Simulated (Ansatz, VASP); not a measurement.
**Nb2MoN3: VASP beside Ansatz**

```
Nb Mo N
1.0
     2.95219    0.00000    0.00000
    -1.47609    2.55667    0.00000
     0.00000    0.00000    8.53751
Nb Mo N
2 1 3
Direct
  0.00000 0.00000 0.66802
  0.00000 0.00000 0.33198
  0.00000 0.00000 0.00000
  0.33333 0.66667 0.83724
  0.33333 0.66667 0.16276
  0.33333 0.66667 0.50000
```

Alike in both runs: functional PBE; k mesh 4 × 4 × 2; occupations gaussian, width 0.15 eV; collinear spin.

Ansatz relaxed the structure, and its values are those at the end. VASP's run is a single point on that final structure, the one shown.

|  | VASP | Ansatz |
| --- | --- | --- |
| version | VASP 6.6.1 | Ansatz 0.2.0 |
| potentials or method | VASP PAW PBE potentials, release 64 (Nb_sv, Mo_sv, N), cutoff 600 eV | scalar-relativistic, plane waves, PAW |
| valence electrons in the cell | 55 | 55 |

Ansatz gave:

| Property | Result |
| --- | --- |
| gap on the k mesh at the Fermi level (eV) | none |
| pressure (GPa) | -0.2 |
| rms of the force components (eV/Å) | 0.005 |
| net moment per atom (μB) | 0.00 |

Task: What did VASP give for the same quantities?

Result: gap on the k mesh at the Fermi level (eV): none; pressure (GPa): -0.6; rms of the force components (eV/Å): 0.011; net moment per atom (μB): 0.00.

A gap of «none» marks a metal or a gap that the smearing closes. Ansatz's warnings: seeded moment not kept.

The k mesh is coarse, so the values compare programs but aren't converged.
